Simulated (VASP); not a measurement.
Ni:

```xyz
1
Lattice="0.0000 1.7855 1.7855 1.7855 0.0000 1.7855 1.7855 1.7855 0.0000" Properties=species:S:1:pos:R:3 pbc="T T T"
Ni    0.0000    0.0000    0.0000
```

Base run:

| Item | Value |
| --- | --- |
| Program | VASP 6.6.1 |
| Functional | PBE |
| Potentials or basis | VASP PAW PBE potentials, release 64 (Ni) |
| Cutoff | 520 eV |
| k mesh | 12 × 12 × 12 |
| Occupations | fermi-dirac, width 0.1 eV |
| Spin | collinear spin, ferromagnetic start |
| Starting moments | [1.71] μB |
| Fixed moment | 1.71 μB |

Its results: pressure 7.4 GPa; site moments Ni +1.61 μB.

Question: The run is repeated on the same cell with these changes: fixed moment from 1.71 μB to 0.73 μB; moments at the start from [1.71] to [0.73]. What comes out?

Answer: Pressure -6.8 GPa; site moments Ni +0.74 μB.

Caveats: the total moment is fixed, so each spin has its own Fermi level.
